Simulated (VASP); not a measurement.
A run of VASP 6.6.1 is set up as follows.

Contents of INCAR:

```
SYSTEM = Al3Cu
PREC = Accurate
ENCUT = 520
EDIFF = 1E-7
ISMEAR = -1
SIGMA = 0.05
LREAL = .FALSE.
LASPH = .TRUE.
NELM = 100
ALGO = Normal
ISIF = 2
LWAVE = .FALSE.
LCHARG = .FALSE.
GGA = PS
NBANDS = 18
```

File KPOINTS:

```
regular mesh
0
G
  10 10 4
  0 0 0
```

File POSCAR:

```
Al3Cu
1.0
    2.7784054294      0.0000000000      0.0000000000
    0.0000000000      2.7784054294      0.0000000000
    0.0000000000      0.0000000000      7.5134034100
Cu Al
1 3
Direct
    0.0000000000      0.0000000000      0.0000000000
    0.5000000000      0.5000000000      0.7738844900
    0.5000000000      0.5000000000      0.2261155100
    0.0000000000      0.0000000000      0.5000000000
```

Potentials or basis: VASP PAW PBE potentials, release 64 (Cu, Al).

The run is started by

```bash
$ cat potpaw_PBE.64/Cu/POTCAR potpaw_PBE.64/Al/POTCAR > POTCAR
$ mpirun -np 1 vasp_std > vasp.out
```

(1) What does it give for the largest force?

(2) Estimate the band gap on the k mesh.

(3) What does it give for the pressure?

## Answers

(1) 0.188 eV/Å.

(2) zero (band 10 reaches 12.87 eV, above the bottom of band 11 at 6.69 eV).

(3) 1.3 GPa.

Caveat: the PAW data sets were made with another functional, which shifts forces and pressure a little.
